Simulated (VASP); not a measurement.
# GaSb (Immm) in VASP: settings compared

GaSb is run at these levels: PBE, PBE-based screened hybrid with 25 % exact exchange, PBEsol-based global hybrid with 25 % exact exchange, B3LYP; tasks: single point.

Program: VASP 6.6.1. These are calculated values, not measurements. Logs are shortened: lines on timing, memory, paths and dates and some standing lists are left out, and cuts for length are marked.

## Step 1: The cell of the first run

Symmetry: Immm, No. 71, orthorhombic system. Conventional cell: a = 3.153 Å, b = 5.420 Å, c = 5.863 Å, α = 90.00°, β = 90.00°, γ = 90.00°. Within 3.9 Å of Sb (site symmetry mmm) lie 6 Ga at 2.93 to 3.14 Å and 2 Sb at 3.15 Å. Within 3.9 Å of Ga (site symmetry mmm) lie 6 Sb at 2.93 to 3.14 Å and 2 Ga at 3.15 Å.

## Step 2: Single point, PBE (25.05 Å³/atom)

Contents of INCAR:

```
ALGO = Normal
EDIFF = 1E-6
ENCUT = 520
GGA = PE
ISIF = 2
ISMEAR = -1
LASPH = T
LCHARG = F
LREAL = F
LWAVE = F
NBANDS = 16
NELM = 80
PREC = Accurate
SIGMA = 0.05
```

Contents of KPOINTS:

```
k-points
0
Gamma
  10 10 10
```

Contents of POSCAR:

```
GaSb
1.0
   -1.5763757296      2.7102044447      2.9313872741
    1.5763757296     -2.7102044447      2.9313872741
    1.5763757296      2.7102044447     -2.9313872741
Sb Ga
1 1
Direct
    0.5000000000      0.5000000000      0.0000000000
    0.0000000000      0.0000000000      0.0000000000
```

Potentials or basis: VASP PAW PBE potentials, release 64 (Sb, Ga_d).

Run with:

```console
$ cat potpaw_PBE.64/Sb/POTCAR potpaw_PBE.64/Ga_d/POTCAR > POTCAR
$ mpirun -np 1 vasp_std > vasp.out
```

OUTCAR:

```text
EDIFF = 1E-6
   ENCUT = 520
   GGA = PE
   ISIF = 2
   ISMEAR = -1
   LASPH = T
   LREAL = F
   NELM = 80
   PREC = Accurate

 ion  position               nearest neighbor table
   1  0.500  0.500  0.000-   2 2.93   2 2.93   2 3.14   2 3.14   2 3.14   2 3.14
   2  0.000  0.000  0.000-   1 2.93   1 2.93   1 3.14   1 3.14   1 3.14   1 3.14

  LATTYP: Found a body centered orthorhombic cell.
 ALAT       =     3.1527514592
 B/A-ratio  =     1.7192629865
 C/A-ratio  =     1.8595739703

  Lattice vectors:

 A1 = (  -1.5763757296,   2.7102044447,   2.9313872741)
 A2 = (   1.5763757296,  -2.7102044447,   2.9313872741)
 A3 = (   1.5763757296,   2.7102044447,  -2.9313872741)

Analysis of symmetry for initial positions (statically):
=====================================================================
 Subroutine PRICEL returns:
 Original cell was already a primitive cell.

 Routine SETGRP: Setting up the symmetry group for a
 body centered orthorhombic supercell.

 Subroutine GETGRP returns: Found  8 space group operations
 (whereof  8 operations were pure point group operations)
 out of a pool of  8 trial point group operations.

The static configuration has the point symmetry D_2h.

Analysis of symmetry for dynamics (positions and initial velocities):
=====================================================================
 Subroutine PRICEL returns:
 Original cell was already a primitive cell.

 Routine SETGRP: Setting up the symmetry group for a
 body centered orthorhombic supercell.

 Subroutine GETGRP returns: Found  8 space group operations
 (whereof  8 operations were pure point group operations)
 out of a pool of  8 trial point group operations.

The dynamic configuration has the point symmetry D_2h.

 Subroutine INISYM returns: Found  8 space group operations
 (whereof  8 operations are pure point group operations),
 and found     1 'primitive' translations

----------------------------------------------------------------------------------------

                                     Primitive cell

  volume of cell :      50.0951

[... 80 lines left out ...]
   ISTART =      0    job   : 0-new  1-cont  2-samecut
   ICHARG =      2    charge: 1-file 2-atom 10-const
   ISPIN  =      1    spin polarized calculation?
   LNONCOLLINEAR =      F non collinear calculations
   LSORBIT =      F    spin-orbit coupling
   LASPH  =      T    aspherical Exc in radial PAW
   ENCUT  =  520.0 eV  38.22 Ry    6.18 a.u.   7.98  7.98  7.98*2*pi/ulx,y,z
   NELM   =     80;   NELMIN=  2; NELMDL= -5     # of ELM steps
   EDIFF  = 0.1E-05   stopping-criterion for ELM
   LREAL  =      F    real-space projection
   EDIFFG = 0.1E-04   stopping-criterion for IOM
   NSW    =      0    number of steps for IOM
   IBRION =     -1    ionic relax: 0-MD 1-quasi-New 2-CG
   NFREE  =      0    steps in history (QN), initial steepest desc. (CG)
   ISIF   =      2    stress and relaxation
   ISYM   =      2    0-nonsym 1-usesym 2-fastsym
   POTIM  = 0.5000    time-step for ionic-motion
   TEBEG  =    0.0;   TEEND  =   0.0 temperature during run
   PSTRESS=    0.0 pullay stress
   NELECT =      18.0000    total number of electrons
   NUPDOWN=      -1.0000    fix difference up-down
   EMIN   =  10.00;   EMAX   =-10.00  energy-range for DOS
   EFERMI =   0.00;   METHOD = LEGACY
   ISMEAR =    -1;   SIGMA  =   0.05  broadening in eV -4-tet -1-fermi 0-gaus
   EFERMI_NEDOS =   21; number of points for ismear=-14 and -15
   IALGO  =     38    algorithm
   IMIX   =      4    mixing-type and parameters
     AMIX     =   0.40;   BMIX     =  1.00
     AMIX_MAG =   1.60;   BMIX_MAG =  1.00
  volume/ion in A,a.u.               =      25.05       169.03
  Fermi-wavevector in a.u.,A,eV,Ry     =   1.163860  2.199376 18.430039  1.354570
  Thomas-Fermi vector in A             =   2.300405
   LORBIT       =      0    0 simple, 1 ext, 2 COOP (PROOUT), +10 PAW based schemes
   GGA     = PE    functional components
   LHFCALC =     F    Hartree Fock is set to
   AEXX    =    0.0000 exact exchange contribution
   IVDW    =     0    specifies the selected vdW correction
   LEPSILON=     F    determine dielectric tensor
   LRPA    =     F    only Hartree local field effects (RPA)
 non-spin polarized calculation
  energy-cutoff  :      520.00
  volume of cell :       50.10
 maximum number of plane-waves:      1369
   NGX = 15   NGY = 15   NGZ = 15

 number of electron      17.9999996 magnetization

 Free energy of the ion-electron system (eV)
  ---------------------------------------------------
  ext. energy  EPLUGINS =         0.00000000
  ---------------------------------------------------
  free energy    TOTEN  =        -6.96670594 eV

  energy without entropy =       -6.96069773  energy(sigma->0) =       -6.96370184

 E-fermi :   6.1238     XC(G=0): -10.0723

 val. band max:        6.1066825985   @ k =  -0.2000  -0.4000   0.2000
 cond. band min:       6.1539159001   @ k =  -0.3000  -0.2000   0.1000
 fundamental gap:      0.0472333016
 Fermi energy:         6.1238064017

 k-point     1 :       0.0000    0.0000    0.0000
  band No.  band energies     occupation
      1      -8.7485      2.00000
      2      -8.6595      2.00000
      3      -8.6569      2.00000
      4      -8.6483      2.00000
      5      -8.6169      2.00000
      6      -5.5379      2.00000
[... 433 lines left out ...]
      3      -8.6612      2.00000
      4      -8.6492      2.00000
      5      -8.6341      2.00000
      6      -4.5168      2.00000
[... 8 lines left out ...]
     15      13.9683      0.00000
     16      15.2449      0.00000

 [... further k-points ...]

------------------------ aborting loop because EDIFF is reached ----------------------------------------

  FORCE on cell =-STRESS in cart. coord.  units (eV):
  Direction    XX          YY          ZZ          XY          YZ          ZX
  --------------------------------------------------------------------------------------
  -------------------------------------------------------------------------------------
  Total       -0.3537537     -0.6740650     -0.8143283     -0.0000000      0.0000000      0.0000000
  in kB      -11.3140120    -21.5584428    -26.0444457     -0.0000000      0.0000000      0.0000000
  external PRESSURE =     -19.6389669 kB  Pullay stress =       0.0000000 kB

 VOLUME and BASIS-vectors are now :
 -----------------------------------------------------------------------------
  energy-cutoff  :      520.00
  volume of cell :       50.10
      direct lattice vectors                 reciprocal lattice vectors
    -1.576375730  2.710204445  2.931387274     0.000000000  0.184487927  0.170567705
     1.576375730 -2.710204445  2.931387274     0.317183265  0.000000000  0.170567705
     1.576375730  2.710204445 -2.931387274     0.317183265  0.184487927  0.000000000

 POSITION                                       TOTAL-FORCE (eV/Angst)
 -----------------------------------------------------------------------------------
      0.00000      0.00000      2.93139        -0.000000      0.000000      0.000000
      0.00000      0.00000      0.00000         0.000000     -0.000000     -0.000000
 -----------------------------------------------------------------------------------
    total drift:                               -0.000000     -0.000000     -0.000000

  FREE ENERGIE OF THE ION-ELECTRON SYSTEM (eV)
  ---------------------------------------------------
  free  energy   TOTEN  =        -6.9667059436 eV

  energy  without entropy=       -6.9606977306  energy(sigma->0) =       -6.96370184
```

It took 74 s on 1 thread of Intel Xeon Platinum 8259CL at 2.50GHz (Skylake/Cascade Lake), shared host; peak memory 0.28 GiB.

Results:

```yaml
Free_energy: -6.9667 eV
Pressure: -2.0 GPa
Band_gap_on_the_k_mesh: zero (bands 9 and 10 overlap by 4.19 eV)
```

Caveat: spin-orbit coupling is left out, which moves the levels of the heavy elements.

## Step 3: Single point, PBE-based screened hybrid with 25 % exact exchange

This run uses another cell than the first one, of 24.08 Å³/atom.

Contents of POSCAR:

```
GaSb
1.0
   -1.5559010000      2.6750030000      2.8933130000
    1.5559010000     -2.6750030000      2.8933130000
    1.5559010000      2.6750030000     -2.8933130000
Sb Ga
1 1
Direct
    0.5000000000      0.5000000000      0.0000000000
    0.0000000000      0.0000000000      0.0000000000
```

Contents of INCAR.step1:

```
SYSTEM = GaSb
  PREC = Accurate
  ENCUT = 520
  EDIFF = 1E-5
  ISMEAR = -1
  SIGMA = 0.05
  LREAL = .False.
  LASPH = .True.
  NELM = 100
  ALGO = Normal
  ISIF = 2
  LWAVE = .True.
  LCHARG = .False.
  GGA = PE
  NBANDS = 16
```

Contents of INCAR.step2:

```
SYSTEM = GaSb
  PREC = Accurate
  ENCUT = 520
  EDIFF = 1E-6
  ISMEAR = -1
  SIGMA = 0.05
  LREAL = .False.
  LASPH = .True.
  NELM = 100
  ALGO = Normal
  ISIF = 2
  LWAVE = .False.
  LCHARG = .False.
  GGA = PE
  LHFCALC = .True.
  AEXX = 0.25
  HFSCREEN = 0.6
  PRECFOCK = Normal
  ISTART = 1
  NBANDS = 16
```

Contents of KPOINTS:

```
regular mesh
0
Gamma
  5 5 5
  0 0 0
```

Potentials or basis: VASP PAW PBE potentials, release 64 (Sb, Ga_d).

Run with:

```console
$ cat potpaw_PBE.64/Sb/POTCAR potpaw_PBE.64/Ga_d/POTCAR > POTCAR
$ cp INCAR.step1 INCAR
$ mpirun -np 1 vasp_std > vasp.out
$ cp INCAR.step2 INCAR
$ mpirun -np 1 vasp_std > vasp.out
```

Run time: 43 min. Hardware: 1 thread of Intel Xeon Platinum 8259CL at 2.50GHz (Skylake/Cascade Lake), shared host; peak memory 0.31 GiB.

It converged, with:

* Free energy: -7.4087 eV
* Pressure: -1.0 GPa
* Band gap on the k mesh: zero (bands 9 and 10 overlap by 3.62 eV)

Stress tensor (GPa, compression positive):
```
 1.79  0.00  0.00
 0.00 -2.58  0.00
 0.00  0.00 -2.18
```

Levels at points of the mesh, in eV from the Fermi level:
```tsv
k point	band 6	band 7	band 8	band 9	band 10	band 11	band 12	band 13
(0.00, 0.00, 0.00)	-12.58	-3.22	-2.27	-1.84	3.44	5.60	6.46	7.94
```

Caveat: the k points lie up to 0.46 Å⁻¹ apart, too coarse for converged energies and pressures of a metal; the PAW data sets were made with another functional, which shifts forces and pressure a little; spin-orbit coupling is left out, which moves the levels of the heavy elements.

## Step 4: Single point, PBEsol-based global hybrid with 25 % exact exchange

This run uses another cell than the first one, of 24.08 Å³/atom.

POSCAR is that of step 3.

Contents of INCAR.step1:

```
PREC = Accurate ; ENCUT = 520
EDIFF = 1E-5 ; ISMEAR = -1
SIGMA = 0.05 ; LREAL = False
LASPH = True ; NELM = 100
ALGO = Normal ; ISIF = 2
LWAVE = True ; LCHARG = False
GGA = PE ; NBANDS = 16
```

Contents of INCAR.step2:

```
PREC = Accurate ; ENCUT = 520
EDIFF = 1E-6 ; ISMEAR = -1
SIGMA = 0.05 ; LREAL = False
LASPH = True ; NELM = 100
ALGO = Normal ; ISIF = 2
LWAVE = False ; LCHARG = False
GGA = PS ; LHFCALC = True
AEXX = 0.25 ; PRECFOCK = Normal
ISTART = 1 ; NBANDS = 16
```

Contents of KPOINTS:

```
Automatic mesh
0
Gamma
  5 5 5
```

Run with:

```console
$ cat potpaw_PBE.64/Sb/POTCAR potpaw_PBE.64/Ga_d/POTCAR > POTCAR
$ cp INCAR.step1 INCAR
$ mpirun -np 1 vasp_std > vasp.out
$ cp INCAR.step2 INCAR
$ mpirun -np 1 vasp_std > vasp.out
```

Run time: 74 min. Hardware: 1 thread of Intel Xeon 8259CL, shared host; peak memory 0.21 GiB.

The run converged. Its results:

```
Free energy            : -9.6192 eV
Pressure               : -4.5 GPa
Band gap on the k mesh : zero (bands 9 and 10 overlap by 4.48 eV)
```

Stress tensor (GPa, compression positive):
```
-0.97  0.00  0.00
 0.00 -6.33  0.00
 0.00  0.00 -6.34
```

Levels at points of the mesh, in eV from the Fermi level:
```csv
k point,band 5,band 6,band 7,band 8,band 9,band 10,band 11,band 12,band 13,band 14
"(0.00, 0.00, 0.00)",-17.88,-13.72,-3.63,-2.74,-2.27,4.11,6.55,7.40,8.95,9.57
```

Caveat: the k points lie up to 0.46 Å⁻¹ apart, too coarse for converged energies and pressures of a metal; the PAW data sets were made with another functional, which shifts forces and pressure a little; spin-orbit coupling is left out, which moves the levels of the heavy elements.

## Step 5: Single point, B3LYP

This run uses another cell than the first one, of 25.31 Å³/atom.

Contents of POSCAR:

```
GaSb
1.0
   -1.8005842362      2.3745600503      2.9594091116
    1.8005842362     -2.3745600503      2.9594091116
    1.8005842362      2.3745600503     -2.9594091116
Sb Ga
1 1
Direct
    0.5000000000      0.5000000000      0.0000000000
    0.0000000000      0.0000000000      0.0000000000
```

Contents of INCAR.step1:

```
  PREC = Accurate
  ENCUT = 520
  EDIFF = 1E-5
  ISMEAR = -1
  SIGMA = 0.05
  LREAL = False
  LASPH = True
  NELM = 100
  ALGO = Normal
  ISIF = 2
  LWAVE = True
  LCHARG = False
  NBANDS = 16
  GGA = PE
```

Contents of INCAR.step2:

```
  PREC = Accurate
  ENCUT = 520
  EDIFF = 1E-6
  ISMEAR = -1
  SIGMA = 0.05
  LREAL = False
  LASPH = True
  NELM = 100
  ALGO = Normal
  ISIF = 2
  LWAVE = False
  LCHARG = False
  GGA = B3
  LHFCALC = True
  AEXX = 0.2
  AGGAX = 0.72
  AGGAC = 0.81
  ALDAC = 0.19
  PRECFOCK = Normal
  NBANDS = 16
  ISTART = 1
```

KPOINTS is that of step 4.

Run with:

```console
$ cat potpaw_PBE.64/Sb/POTCAR potpaw_PBE.64/Ga_d/POTCAR > POTCAR
$ cp INCAR.step1 INCAR
$ mpirun -np 1 vasp_std > vasp.out
$ cp INCAR.step2 INCAR
$ mpirun -np 1 vasp_std > vasp.out
```

Wall time 85 min (1 thread of Intel Xeon 8259CL, shared host); peak memory 0.21 GiB.

The run converged. Its results:

* Free energy: -7.3126 eV
* Pressure: -0.3 GPa
* Band gap on the k mesh: zero (bands 9 and 10 overlap by 5.10 eV)

Stress tensor (GPa, compression positive):
```
-0.22  0.00  0.00
 0.00 -0.35  0.00
 0.00  0.00 -0.30
```

Levels at points of the mesh, in eV from the Fermi level:
| k point | band 5 | band 6 | band 7 | band 8 | band 9 | band 10 | band 11 | band 12 | band 13 | band 14 |
| --- | --- | --- | --- | --- | --- | --- | --- | --- | --- | --- |
| (0.00, 0.00, 0.00) | -17.46 | -12.94 | -1.84 | -1.83 | -0.69 | 2.76 | 5.54 | 6.67 | 7.14 | 8.06 |

Caveat: the k points lie up to 0.41 Å⁻¹ apart, too coarse for converged energies and pressures of a metal; the PAW data sets were made with another functional, which shifts forces and pressure a little; spin-orbit coupling is left out, which moves the levels of the heavy elements.

## Step 6: The runs side by side

```csv
level,cell,k mesh,grid for exact exchange (PRECFOCK),share of exact exchange,screening parameter,gap on the mesh (eV),pressure (GPa)
PBE,"a = 4.292 Å, angles 136.9, 101.7, 93.9°, 2 atoms",10 × 10 × 10,-,-,-,none,-2.0
PBE-based screened hybrid with 25 % exact exchange,"a = 4.236 Å, angles 136.9, 101.7, 93.9°, 2 atoms",5 × 5 × 5,Normal,0.25,0.6 1/Å,none,-1.0
PBEsol-based global hybrid with 25 % exact exchange,"a = 4.236 Å, angles 136.9, 101.7, 93.9°, 2 atoms",5 × 5 × 5,Normal,0.25,-,none,-4.5
B3LYP,"a = 4.200 Å, angles 129.2, 111.1, 90.4°, 2 atoms",5 × 5 × 5,Normal,0.2,-,none,-0.3
```

Alike in all rows: task single point; potentials or basis VASP PAW PBE potentials, release 64 (Sb, Ga_d); no spin polarisation; cutoff (eV) 520; smearing fermi-dirac 0.05 eV.

Caveats: some runs use coarse meshes; spin-orbit coupling is left out, which moves the levels of the heavy elements; the PAW data sets were made with another functional, which shifts forces and pressure a little (at least some runs).

Absolute energies hang on the potentials; compare differences alone.

The gap in the log of VASP goes by the Fermi energy; the results here count the filled bands.